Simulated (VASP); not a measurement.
Here is a VASP 6.6.1 calculation.

INCAR

```
PREC = Accurate
ENCUT = 600
EDIFF = 1E-6
ISMEAR = -1
SIGMA = 0.05
LREAL = F
LASPH = T
NELM = 150
ALGO = Normal
ISIF = 3
LWAVE = F
LCHARG = F
ISPIN = 2
MAGMOM = 0.8 -0.8
LORBIT = 11
LMAXMIX = 4
GGA = PE
IBRION = 2
NSW = 80
EDIFFG = -0.01
```

Contents of KPOINTS:

```
regular mesh
0
Gamma
  12 12 12
```

POSCAR

```
Ni
1.0
    0.0000000000      2.2775907947      2.2775907947
    2.2775907947      0.0000000000      2.2775907947
    2.2775907947      2.2775907947      0.0000000000
Ni
2
Direct
    0.0000000000      0.0000000000      0.0000000000
    0.5000000000      0.5000000000      0.5000000000
```

Potentials or basis: VASP PAW PBE potentials, release 64 (Ni).

Launch:

```console
$ cat potpaw_PBE.64/Ni/POTCAR > POTCAR
$ mpirun -np 1 vasp_std > vasp.out
```

Question: What does it give for the net moment?

Answer: 0.00 μB per cell.

Question: Estimate the space group after relaxing (to 0.1 Å).

Answer: Pm-3m (No. 221).

Step by step:
| step | energy change (eV) | largest force (eV/Å) | pressure (GPa) | volume (Å³) |
| --- | --- | --- | --- | --- |
| 1 | 0.0000 | 0.0000 | 10.01 | 23.63 |
| 2 | -0.0204 | 0.0000 | -5.84 | 26.25 |
| 3 | -0.0428 | 0.0000 | 0.05 | 25.08 |

Caveat: the moments typed at the start vanished in this run.
